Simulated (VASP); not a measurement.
# Si3N4 (P6_3/m) in VASP: a series of runs, part 2 of 2

VASP 6.6.1. The steps go on from the part before.

**4. Electric field gradients, r2SCAN**

Input file POSCAR:

```
Si3N4
1.0
    7.6170000000      0.0000000000      0.0000000000
   -3.8085000000      6.5965155006      0.0000000000
    0.0000000000      0.0000000000      2.9134000000
Si N
6 8
Direct
    0.1740483666      0.7679428916      0.2500000000
    0.4061054750      0.1740483666      0.7500000000
    0.2320571084      0.4061054750      0.2500000000
    0.8259516334      0.2320571084      0.7500000000
    0.5938945250      0.8259516334      0.2500000000
    0.7679428916      0.5938945250      0.7500000000
    0.3333333333      0.6666666667      0.2500000000
    0.6666666667      0.3333333333      0.7500000000
    0.3297879503      0.0300001295      0.2500000000
    0.2997878208      0.3297879503      0.7500000000
    0.9699998705      0.2997878208      0.2500000000
    0.6702120497      0.9699998705      0.7500000000
    0.7002121792      0.6702120497      0.2500000000
    0.0300001295      0.7002121792      0.7500000000
```

Input file INCAR.step1:

```
SYSTEM = Si3N4
PREC = Accurate
ENCUT = 520
ISMEAR = -1
SIGMA = 0.02
LREAL = .FALSE.
LASPH = .TRUE.
NELM = 80
NBANDS = 45
GGA = PE
ALGO = Normal
EDIFF = 1E-4
LWAVE = .TRUE.
LCHARG = .FALSE.
```

Input file INCAR.step2:

```
SYSTEM = Si3N4
PREC = Accurate
ENCUT = 520
EDIFF = 1E-8
ISMEAR = -1
SIGMA = 0.02
LREAL = .FALSE.
LASPH = .TRUE.
NELM = 80
ALGO = Normal
ISIF = 2
LWAVE = .FALSE.
LCHARG = .FALSE.
METAGGA = R2SCAN
LMIXTAU = .TRUE.
LEFG = .TRUE.
NBANDS = 45
ISTART = 1
```

Input file KPOINTS:

```
Automatic mesh
0
G
  4 4 9
  0 0 0
```

Potentials or basis: VASP PAW PBE potentials, release 64 (Si, N).

The run is started by

```
> cat potpaw_PBE.64/Si/POTCAR potpaw_PBE.64/N/POTCAR > POTCAR
> cp INCAR.step1 INCAR
> mpirun -np 1 vasp_std > vasp.out
> cp INCAR.step2 INCAR
> mpirun -np 1 vasp_std > vasp.out
```

OUTCAR:

```text
SYSTEM = Si3N4
   PREC = Accurate
   ENCUT = 520
   EDIFF = 1E-8
   ISMEAR = -1
   LREAL = .FALSE.
   LASPH = .TRUE.
   NELM = 80
   ISIF = 2
   METAGGA = R2SCAN
   ISTART = 1

 ion  position               nearest neighbor table
   1  0.174  0.768  0.250-   7 1.73   9 1.74  14 1.74  14 1.74   3 3.00   5 3.00   2 3.06   2 3.06
                             6 3.06   6 3.06
   2  0.406  0.174  0.750-   8 1.73  10 1.74   9 1.74   9 1.74   6 3.00   4 3.00   1 3.06   1 3.06
                             3 3.06   3 3.06
   3  0.232  0.406  0.250-   7 1.73  11 1.74  10 1.74  10 1.74   5 3.00   1 3.00   2 3.06   2 3.06
                             4 3.06   4 3.06
   4  0.826  0.232  0.750-   8 1.73  12 1.74  11 1.74  11 1.74   6 3.00   2 3.00   5 3.06   5 3.06
                             3 3.06   3 3.06
   5  0.594  0.826  0.250-   7 1.73  13 1.74  12 1.74  12 1.74   3 3.00   1 3.00   4 3.06   4 3.06
                             6 3.06   6 3.06
   6  0.768  0.594  0.750-   8 1.73  14 1.74  13 1.74  13 1.74   2 3.00   4 3.00   5 3.06   5 3.06
                             1 3.06   1 3.06
[... 1236 lines left out ...]
   6      -5.655    -3.994     9.649       0.172
   7      23.487    23.486   -46.973       0.000
   8      23.487    23.486   -46.973       0.000
   9      25.959    20.830   -46.789       0.110
  10      25.958    20.831   -46.789       0.110
  11      25.958    20.831   -46.789       0.110
  12      25.959    20.830   -46.789       0.110
  13      25.958    20.831   -46.789       0.110
  14      25.958    20.831   -46.789       0.110
----------------------------------------------------------------------

           NMR quadrupolar parameters

 Cq : quadrupolar parameter    Cq=e*Q*V_zz/h
 eta: asymmetry parameters     (V_yy - V_xx)/ V_zz
 Q  : nuclear electric quadrupole moment in mb (millibarn)
----------------------------------------------------------------------
 ion       Cq(MHz)       eta       Q (mb)
----------------------------------------------------------------------
   1       0.023       0.172       1.000
   2       0.023       0.172       1.000
   3       0.023       0.172       1.000
   4       0.023       0.172       1.000
   5       0.023       0.172       1.000
   6       0.023       0.172       1.000
   7      -0.114       0.000       1.000
   8      -0.114       0.000       1.000
   9      -0.113       0.110       1.000
  10      -0.113       0.110       1.000
  11      -0.113       0.110       1.000
  12      -0.113       0.110       1.000
  13      -0.113       0.110       1.000
  14      -0.113       0.110       1.000
----------------------------------------------------------------------
```

OUTCAR.step1:

```text
SYSTEM = Si3N4
   PREC = Accurate
   ENCUT = 520
   ISMEAR = -1
   LREAL = .FALSE.
   LASPH = .TRUE.
[... 1211 lines left out ...]
      1.41076      6.39862      2.18505         0.001430      0.002012      0.000000
      2.78101      4.42106      0.72835        -0.001028      0.002244      0.000000
     -2.43825      4.61896      2.18505        -0.002458      0.000232     -0.000000
 -----------------------------------------------------------------------------------
    total drift:                               -0.000000      0.000000      0.000000

  FREE ENERGIE OF THE ION-ELECTRON SYSTEM (eV)
  ---------------------------------------------------
  free  energy   TOTEN  =      -114.5162835670 eV

  energy  without entropy=     -114.5162835670  energy(sigma->0) =     -114.51628357
```

OSZICAR.step1:

```text
N       E                     dE             d eps       ncg     rms          rms(c)
DAV:   1     0.290759057121E+03    0.29076E+03   -0.31698E+04  1800   0.132E+03
DAV:   2    -0.107152219860E+03   -0.39791E+03   -0.37796E+03  2315   0.280E+02
DAV:   3    -0.130823979803E+03   -0.23672E+02   -0.23509E+02  2280   0.718E+01
DAV:   4    -0.131199153941E+03   -0.37517E+00   -0.37384E+00  2272   0.972E+00
DAV:   5    -0.131208045110E+03   -0.88912E-02   -0.88819E-02  2224   0.143E+00    0.294E+01
DAV:   6    -0.114633080298E+03    0.16575E+02   -0.58563E+01  2158   0.308E+01    0.131E+01
DAV:   7    -0.114559855079E+03    0.73225E-01   -0.31407E+00  2296   0.726E+00    0.627E+00
DAV:   8    -0.114514428243E+03    0.45427E-01   -0.17220E-01  2139   0.201E+00    0.217E+00
DAV:   9    -0.114513627651E+03    0.80059E-03   -0.39128E-02  2304   0.103E+00    0.312E-01
DAV:  10    -0.114515521993E+03   -0.18943E-02   -0.38436E-03  2064   0.273E-01    0.175E-01
DAV:  11    -0.114516249958E+03   -0.72796E-03   -0.94891E-04  2067   0.158E-01    0.278E-02
DAV:  12    -0.114516283567E+03   -0.33609E-04   -0.45418E-05  1576   0.384E-02
   1 F= -.11451628E+03 E0= -.11451628E+03  d E =-.239457E-11
```

Wall time 13 min (1 thread of Intel Xeon 8259CL, shared host); peak memory 0.36 GiB.

Results:

```
Free energy                             : -144.1592 eV
Pressure                                : -1.8 GPa
Largest force                           : 0.052 eV/Å
Band gap on the k mesh                  : 4.97 eV (least direct gap 5.16 eV)
Largest electric field gradient by atom : Si +9.6; N -47.0, -46.8 (each value once) V/Å²
```

Forces on the atoms (eV/Å):
```
Si   0.018  0.049  0.000
Si  -0.034  0.040  0.000
Si  -0.052 -0.009  0.000
Si  -0.018 -0.049  0.000
Si   0.034 -0.040  0.000
Si   0.052  0.009  0.000
N    0.000  0.000  0.000
N    0.000  0.000  0.000
N    0.008  0.036  0.000
N   -0.027  0.025  0.000
N   -0.035 -0.011  0.000
N   -0.008 -0.036  0.000
N    0.027 -0.025  0.000
N    0.035  0.011  0.000
```

Stress tensor (GPa, compression positive):
```
-1.56  0.00  0.00
 0.00 -1.56  0.00
 0.00  0.00 -2.29
```

Electric field gradients, principal values (V/Å²):
```csv
atom,least,middle,greatest (by size)
1 Si,-3.993,-5.655,9.649
2 Si,-3.994,-5.655,9.649
3 Si,-3.994,-5.655,9.649
4 Si,-3.993,-5.655,9.649
5 Si,-3.994,-5.655,9.649
6 Si,-3.994,-5.655,9.649
7 N,23.486,23.487,-46.973
8 N,23.486,23.487,-46.973
9 N,20.830,25.959,-46.789
10 N,20.831,25.958,-46.789
11 N,20.831,25.958,-46.789
12 N,20.830,25.959,-46.789
13 N,20.831,25.958,-46.789
14 N,20.831,25.958,-46.789
```

Caveat: without QUAD_EFG the Cq values of the log hold for a quadrupole moment of 1 mb, not for the nuclei; the PAW data sets were made with another functional, which shifts forces and pressure a little.

**5. Overview**

```csv
level,potentials or basis,gap on the mesh (eV),pressure (GPa),largest force (eV/Å)
LDA,"VASP PAW LDA potentials, release 64 (Si, N)",4.13,-4.4,0.03
PBEsol,"VASP PAW PBE potentials, release 64 (Si, N)",4.18,0.5,0.03
r2SCAN,"VASP PAW PBE potentials, release 64 (Si, N)",4.97,-1.8,0.05
```

Alike in all rows: task electric field gradients; no spin polarisation; cell as given; k mesh 4 × 4 × 9; cutoff (eV) 520; smearing fermi-dirac 0.02 eV.

Caveats: the PAW data sets were made with another functional, which shifts forces and pressure a little (at least some runs); the cell stands under tension (at least some runs).

Absolute energies hang on the potentials; compare differences alone.
